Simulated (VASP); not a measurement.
Wanted: the native input for a VASP 6.6.1 run.

| Item | Value |
| --- | --- |
| Task | single point |
| Functional | RPBE |
| Potentials or basis | VASP PAW PBE potentials, release 64 (La) |
| Cutoff | 520 eV |
| k mesh | 9 × 9 × 9 |
| Occupations | fermi-dirac, width 0.1 eV |
| Spin | no spin polarisation |
| Dipole correction | no |
| Further INCAR settings | ALGO = Normal; EDIFF = 1e-06; NBANDS = 18 |

The structure of La lies in POSCAR:

```
La
1.0
    0.0000000000      3.2367545272      3.2367545272
    3.2367545272      0.0000000000      3.2367545272
    3.2367545272      3.2367545272      0.0000000000
La
2
Direct
    0.1250000000      0.1250000000      0.1250000000
    0.8750000000      0.8750000000      0.8750000000
```

This isn't the form of La at room conditions, which is double hcp.

One way to write it, as run:

INCAR

```
PREC = Accurate
ENCUT = 520
EDIFF = 1E-6
ISMEAR = -1
SIGMA = 0.1
LREAL = F
LASPH = T
NELM = 60
ALGO = Normal
ISIF = 2
LWAVE = F
LCHARG = F
GGA = RP
NBANDS = 18
```

KPOINTS

```
regular mesh
0
Gamma
  9 9 9
```

Potentials or basis: VASP PAW PBE potentials, release 64 (La).

Launch:

```sh
$ cat potpaw_PBE.64/La/POTCAR > POTCAR
$ mpirun -np 1 vasp_std > vasp.out
```

Results of the run:

```json
{"Pressure": "6.7 GPa", "Band gap on the k mesh": "zero (bands 11 and 12 overlap by 0.10 eV)"}
```

Caveat: the cell stands under pressure; the PAW data sets were made with another functional, which shifts forces and pressure a little; spin-orbit coupling is left out, which moves the levels of the heavy elements.

It took 33 s on 1 thread of Intel(R) Xeon(R) Platinum 8488C (Sapphire Rapids), on a shared host, peak memory 0.22 GiB.
